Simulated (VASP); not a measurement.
# Ag7B (Im-3m) in VASP: notebook, part 2 of 2

VASP 6.6.1. The steps go on from the part before.

## (5) Relaxation of cell and atoms, PBE

This run uses another cell than the first one, of 19.27 Å³/atom.

File INCAR:

```
SYSTEM = Ag7B
ALGO     = Fast           ! electronic algorithm
EDIFF    = 1E-6           ! SCF threshold, eV
EDIFFG   = -0.04          ! ionic threshold
ENCUT    = 600            ! plane-wave cutoff, eV
GGA      = PE             ! functional
IBRION   = 2              ! ionic algorithm
ISIF     = 3              ! what is computed and relaxed
ISMEAR   = 0              ! smearing method
LASPH    = .TRUE.         ! aspherical terms in the spheres
LCHARG   = .FALSE.        ! write CHGCAR
LREAL    = .FALSE.        ! projectors in reciprocal space
LWAVE    = .FALSE.        ! write WAVECAR
NELM     = 100            ! most SCF steps
NSW      = 90             ! ionic steps
PREC     = Accurate       ! precision mode
SIGMA    = 0.1            ! smearing width, eV
```

File KPOINTS:

```
k-points
0
G
  4 4 4
  0 0 0
```

File POSCAR:

```
Ag7B
1.0
   -3.3777982100      3.3777982100      3.3777982100
    3.3777982100     -3.3777982100      3.3777982100
    3.3777982100      3.3777982100     -3.3777982100
Ag B
7 1
Direct
    0.0000000000      0.5000000000      0.5000000000
    0.5000000000      0.5000000000      0.0000000000
    0.5000000000      0.0000000000      0.5000000000
    0.0000000000      0.0000000000      0.5000000000
    0.0000000000      0.5000000000      0.0000000000
    0.5000000000      0.0000000000      0.0000000000
    0.5000000000      0.5000000000      0.5000000000
    0.0000000000      0.0000000000      0.0000000000
```

Potentials or basis: VASP PAW PBE potentials, release 64 (Ag, B).

Started as:

```sh
$ cat potpaw_PBE.64/Ag/POTCAR potpaw_PBE.64/B/POTCAR > POTCAR
$ mpirun -np 1 vasp_std > vasp.out
```

OUTCAR:

```text
SYSTEM = Ag7B
   EDIFF = 1E-6
   EDIFFG = -0.04
   ENCUT = 600
   GGA = PE
   IBRION = 2
   ISIF = 3
   ISMEAR = 0
   LASPH = .TRUE.
   LREAL = .FALSE.
   NELM = 100
   NSW = 90
   PREC = Accurate

 ion  position               nearest neighbor table
   1  0.000  0.500  0.500-   4 2.93   5 2.93   6 2.93   7 2.93   5 2.93   4 2.93   7 2.93   6 2.93
                             2 3.38   2 3.38   3 3.38   3 3.38
   2  0.500  0.500  0.000-   4 2.93   5 2.93   6 2.93   7 2.93   7 2.93   6 2.93   5 2.93   4 2.93
                             3 3.38   1 3.38   1 3.38   3 3.38
   3  0.500  0.000  0.500-   4 2.93   5 2.93   6 2.93   7 2.93   6 2.93   7 2.93   4 2.93   5 2.93
                             2 3.38   1 3.38   1 3.38   2 3.38
   4  0.000  0.000  0.500-   1 2.93   2 2.93   3 2.93   1 2.93   3 2.93   2 2.93   5 3.38   5 3.38
                             6 3.38   6 3.38   7 3.38   7 3.38
   5  0.000  0.500  0.000-   1 2.93   2 2.93   3 2.93   1 2.93   2 2.93   3 2.93   4 3.38   4 3.38
                             6 3.38   7 3.38   6 3.38   7 3.38
[... 195 lines left out ...]
  Total       -7.9543400     -7.9543400     -7.9543400      0.0000000     -0.0000000     -0.0000000
  in kB      -82.6710851    -82.6710851    -82.6710851      0.0000000     -0.0000000     -0.0000000
  external PRESSURE =     -82.6710851 kB  Pullay stress =       0.0000000 kB
[... 71 lines left out ...]
--------------------------------------- Ionic step        3  -------------------------------------------

 number of electron      79.9999985 magnetization

 Free energy of the ion-electron system (eV)
  ---------------------------------------------------
  ext. energy  EPLUGINS =         0.00000000
  ---------------------------------------------------
  free energy    TOTEN  =       -22.04535944 eV

  energy without entropy =      -22.01435907  energy(sigma->0) =      -22.02985926

 E-fermi :   7.4509     XC(G=0): -11.8589

 val. band max:        7.3944060898   @ k =   0.2500   0.2500   0.0000
 cond. band min:       7.4685037731   @ k =   0.5000   0.0000   0.0000
 fundamental gap:      0.0740976834
 Fermi energy:         7.4508984378

 k-point     1 :       0.0000    0.0000    0.0000
  band No.  band energies     occupation
      1      -0.6812      2.00000
      2       0.7802      2.00000
      3       1.1314      2.00000
      4       1.1314      2.00000
      5       1.3204      2.00000
      6       1.3204      2.00000
[... 432 lines left out ...]
  FREE ENERGIE OF THE ION-ELECTRON SYSTEM (eV)
  ---------------------------------------------------
  free  energy   TOTEN  =       -22.0453594384 eV

  energy  without entropy=      -22.0143590724  energy(sigma->0) =      -22.02985926

 reached required accuracy - stopping structural energy minimisation
```

OSZICAR:

```text
N       E                     dE             d eps       ncg     rms          rms(c)
DAV:   1     0.560407445748E+03    0.56041E+03   -0.43993E+04   768   0.181E+03
DAV:   2    -0.675703399384E+01   -0.56716E+03   -0.53927E+03   800   0.378E+02
DAV:   3    -0.231406486368E+02   -0.16384E+02   -0.15936E+02   872   0.650E+01
[... 33 lines left out ...]
RMM:   7    -0.220453529866E+02   -0.61303E-05   -0.57357E-05   743   0.328E-02    0.158E-02
RMM:   8    -0.220453633882E+02   -0.10402E-04   -0.38504E-05   770   0.310E-02    0.251E-02
RMM:   9    -0.220453656947E+02   -0.23064E-05   -0.10265E-05   751   0.182E-02    0.383E-02
RMM:  10    -0.220453602121E+02    0.54825E-05   -0.47005E-06   619   0.120E-02    0.146E-02
RMM:  11    -0.220453594384E+02    0.77368E-06   -0.64828E-07   414   0.385E-03
   3 F= -.22045359E+02 E0= -.22029859E+02  d E =-.566346E+00
```

Wall time 2.5 min (1 thread of Intel Xeon Platinum 8559C (Emerald Rapids), shared host); peak memory 0.36 GiB.

What came out:

```
Free energy                           : -22.0454 eV
Relaxed volume                        : 16.90 Å³/atom
Relaxed cell                          : a = 5.600 Å, b = 5.600 Å, c = 5.600 Å, α = 109.47°, β = 109.47°, γ = 109.47°
Space group after relaxing (to 0.1 Å) : Im-3m (No. 229)
Energy gained by relaxing             : 70.8 meV/atom
Ionic steps                           : 3
Pressure after relaxing               : 0.0 GPa
Band gap on the k mesh                : zero (bands 40 and 41 overlap by 3.61 eV)
```

Step by step:
```
step  energy change (eV)  largest force (eV/Å)  pressure (GPa)  volume (Å³)
   1              0.0000                0.0000           -8.27       154.16
   2             -0.5555                0.0000            1.58       133.02
   3             -0.5663                0.0000           -0.03       135.20
```

Final structure:
```
CELL_PARAMETERS angstrom
-3.23326 3.23326 3.23326
3.23326 -3.23326 3.23326
3.23326 3.23326 -3.23326
ATOMIC_POSITIONS crystal
Ag 0.00000 0.50000 0.50000
Ag 0.50000 0.50000 0.00000
Ag 0.50000 0.00000 0.50000
Ag 0.00000 0.00000 0.50000
Ag 0.00000 0.50000 0.00000
Ag 0.50000 0.00000 0.00000
Ag 0.50000 0.50000 0.50000
B 0.00000 0.00000 0.00000
```

## (6) Relaxation of cell and atoms, PBE

File INCAR:

```
SYSTEM = Ag7B
PREC = Accurate ; ENCUT = 600
EDIFF = 1E-7 ; ISMEAR = 0
SIGMA = 0.1 ; LREAL = .False.
LASPH = .True. ; NELM = 60
ALGO = Fast ; ISIF = 3
LWAVE = .False. ; LCHARG = .False.
GGA = PE ; IBRION = 2
NSW = 100 ; EDIFFG = -0.01
```

File KPOINTS:

```
regular mesh
0
Gamma
  8 8 8
  0 0 0
```

POSCAR: that of step 5 with these lines changed.

```diff
@@ -2,5 +2,5 @@
 1.0
-   -3.3777982100      3.3777982100      3.3777982100
-    3.3777982100     -3.3777982100      3.3777982100
-    3.3777982100      3.3777982100     -3.3777982100
+   -3.2351020438      3.2351020438      3.2351020438
+    3.2351020438     -3.2351020438      3.2351020438
+    3.2351020438      3.2351020438     -3.2351020438
 Ag B
```

Potentials or basis: VASP PAW PBE potentials, release 64 (Ag, B).

Started as:

```sh
$ cat potpaw_PBE.64/Ag/POTCAR potpaw_PBE.64/B/POTCAR > POTCAR
$ mpirun -np 1 vasp_std > vasp.out
```

It took 6.2 min on 1 thread of Intel Xeon Platinum 8559C (Emerald Rapids), shared host; peak memory 0.44 GiB.

It converged, with:

| Quantity | Value |
| --- | --- |
| Free energy | -22.0357 eV |
| Relaxed volume | 16.82 Å³/atom |
| Relaxed cell | a = 5.591 Å, b = 5.591 Å, c = 5.591 Å, α = 109.47°, β = 109.47°, γ = 109.47° |
| Space group after relaxing (to 0.1 Å) | Im-3m (No. 229) |
| Energy gained by relaxing | 0.2 meV/atom |
| Ionic steps | 3 |
| Pressure after relaxing | 0.0 GPa |
| Band gap on the k mesh | zero (bands 40 and 41 overlap by 3.59 eV) |

Step by step:
```tsv
step	energy change (eV)	largest force (eV/Å)	pressure (GPa)	volume (Å³)
1	0.0000	0.0000	-0.57	135.43
2	-0.0015	0.0000	0.19	134.26
3	-0.0017	0.0000	0.02	134.52
```

Final structure:
```xyz
8
Lattice="-3.2278 3.2278 3.2278 3.2278 -3.2278 3.2278 3.2278 3.2278 -3.2278" Properties=species:S:1:pos:R:3 pbc="T T T"
Ag    3.2278    0.0000    0.0000
Ag    0.0000    0.0000    3.2278
Ag    0.0000    3.2278    0.0000
Ag    1.6139    1.6139   -1.6139
Ag    1.6139   -1.6139    1.6139
Ag   -1.6139    1.6139    1.6139
Ag    1.6139    1.6139    1.6139
B     0.0000    0.0000    0.0000
```

Levels at points of the mesh, in eV from the Fermi level:
```tsv
k point	band 38	band 39	band 40	band 41	band 42	band 43
(0.00, 0.00, 0.00)	-1.54	-1.54	-0.83	-0.08	-0.08	-0.08
(0.50, 0.00, 0.00)	-1.68	-0.59	-0.46	-0.15	1.70	2.56
(0.50, 0.50, 0.50)	-2.35	-2.11	-2.11	-2.11	3.02	3.46
```

## (7) Overview

```csv
task,cell,k mesh,cutoff (eV),gap on the mesh (eV),pressure (GPa),relaxed volume (Å³/atom)
single point,"a = 5.603 Å, angles 109.5°, 8 atoms",4 × 4 × 4,520,none,-0.2,-
single point,"a = 5.851 Å, angles 109.5°, 8 atoms",4 × 4 × 4,520,none,-8.3,-
single point,"a = 5.594 Å, angles 109.5°, 8 atoms",8 × 8 × 8,520,none,-0.2,-
relaxation of cell and atoms,"relaxed from a = 5.851 Å, angles 109.5°, 8 atoms",4 × 4 × 4,600,none,0.0,16.90
relaxation of cell and atoms,"relaxed from a = 5.603 Å, angles 109.5°, 8 atoms",8 × 8 × 8,600,none,0.0,16.82
```

Alike in all rows: level PBE; potentials or basis VASP PAW PBE potentials, release 64 (Ag, B); no spin polarisation; smearing gaussian 0.1 eV.

Caveats: the cell stands under tension (at least some runs).

Total energies depend on the potentials used, so only differences within one code and one set of settings carry meaning.

The gap in the log of VASP goes by the Fermi energy; the results here count the filled bands.